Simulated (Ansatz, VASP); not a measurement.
Two plane-wave programs on Au

Contents of INCAR:

```
  PREC = Accurate
  ENCUT = 520
  EDIFF = 1E-6
  ISMEAR = 0
  SIGMA = 0.15
  LREAL = False
  LASPH = True
  NELM = 100
  ALGO = Fast
  ISIF = 2
  LWAVE = False
  LCHARG = True
  GGA = PS
  LELF = True
  LVHAR = True
  NBANDS = 12
```

Contents of KPOINTS:

```
Automatic mesh
0
Gamma
  20 20 20
```

File POSCAR:

```
Au
1.0
    0.0000000000      1.8818600000      2.2091400000
    1.8818600000      0.0000000000      2.2091400000
    1.8818600000      1.8818600000      0.0000000000
Au
1
Direct
    0.0000000000      0.0000000000      0.0000000000
```

Input for Ansatz:

```yaml
crystal:
  lattice:
    - [0.0, 1.88186, 2.20914]
    - [1.88186, 0.0, 2.20914]
    - [1.88186, 1.88186, 0.0]
  atoms:
    - { symbol: Au, position: [0.0, 0.0, 0.0] }
basis:
  ecutwfc: 420
kpoints:
  mp_grid: { grid: [20, 20, 20] }
hamiltonian:
  xc: pbesol
scf:
  occupations: { method: gaussian, width: 0.15 }
output:
  forces: true
  stress: true
  eigenvalues: true
```

Change from the starting cell: strain -0.080 along x and y, +0.080 along z, atoms carried along.

Alike in both runs: task single point; functional PBEsol; k mesh 20 × 20 × 20; occupations gaussian, width 0.15 eV; no spin polarisation.

|  | VASP | Ansatz |
| --- | --- | --- |
| version | VASP 6.6.1 | Ansatz 0.2.0 |
| potentials or method | VASP PAW PBE potentials, release 64 (Au), cutoff 520 eV | scalar-relativistic, plane waves, PAW |
| valence electrons in the cell | 11 | 19 |

```csv
,VASP,Ansatz,Ansatz less VASP
gap on the k mesh at the Fermi level (eV),none,none,-
pressure (GPa),20.9,21.2,+0.31
"traceless stress, the component that is largest in VASP (GPa)",-10.49,-10.52,-0.032
```

VASP's potentials were made for PBE, not for PBEsol. A gap of «none» marks a metal or a gap that the smearing closes. VASP's potentials hold 11 valence electrons a cell and Ansatz's 19, so a difference there can come from the potentials and not from the codes.

Neither program's run includes spin-orbit coupling.
